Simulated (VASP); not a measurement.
Wanted: the native input for a VASP 6.6.1 run.

* Task: relaxation of cell and atoms
* Functional: PBEsol
* Potentials or basis: VASP PAW PBE potentials, release 64 (Sn_d)
* Cutoff: 500 eV
* k mesh: 6 × 6 × 6
* Occupations: gaussian, width 0.1 eV
* Spin: no spin polarisation
* Dipole correction: no
* Further INCAR settings: ALGO = Normal; EDIFF = 1e-07; IBRION = 2; EDIFFG = -0.04; NSW = 90; ISIF = 3

The structure of Sn lies in POSCAR:

```
Sn
1.0
    3.5443363559      0.0000000000      0.0000000000
   -1.7721681779      3.0694853237      0.0000000000
    0.0000000000      0.0000000000      3.3117392825
Sn
1
Direct
    0.0000000000      0.0000000000      0.0000000000
```

This isn't the form of Sn at room conditions, which is tetragonal (white tin).

One way to write it, as run:

INCAR

```
ALGO = Normal
EDIFF = 1E-7
EDIFFG = -0.04
ENCUT = 500
GGA = PS
GGA_COMPAT = F
IBRION = 2
ISIF = 3
ISMEAR = 0
LASPH = T
LCHARG = F
LREAL = F
LWAVE = F
NELM = 120
NELMIN = 4
NSW = 90
PREC = Accurate
SIGMA = 0.1
```

KPOINTS

```
k-points
0
Gamma
  6 6 6
```

Potentials or basis: VASP PAW PBE potentials, release 64 (Sn_d).

Launch:

```console
$ cat potpaw_PBE.64/Sn_d/POTCAR > POTCAR
$ mpirun -np 1 vasp_std > vasp.out
```

Results of the run:

```
Relaxed volume                        : 27.23 Å³/atom
Relaxed cell                          : a = 3.178 Å, b = 3.178 Å, c = 3.114 Å, α = 90.00°, β = 90.00°, γ = 120.00°
Space group after relaxing (to 0.1 Å) : P6/mmm (No. 191)
Energy gained by relaxing             : 328.5 meV/atom
Ionic steps                           : 8
Pressure after relaxing               : 0.0 GPa
Band gap on the k mesh                : zero (bands 7 and 8 overlap by 7.21 eV)
```

Caveat: the volume moved by over 15 % at a fixed basis, so the end points are rough; the PAW data sets were made with another functional, which shifts forces and pressure a little; spin-orbit coupling is left out, which moves the levels of the heavy elements.

It took 68 s on 1 thread of Intel Xeon 8259CL (shared host), peak memory 0.16 GiB.
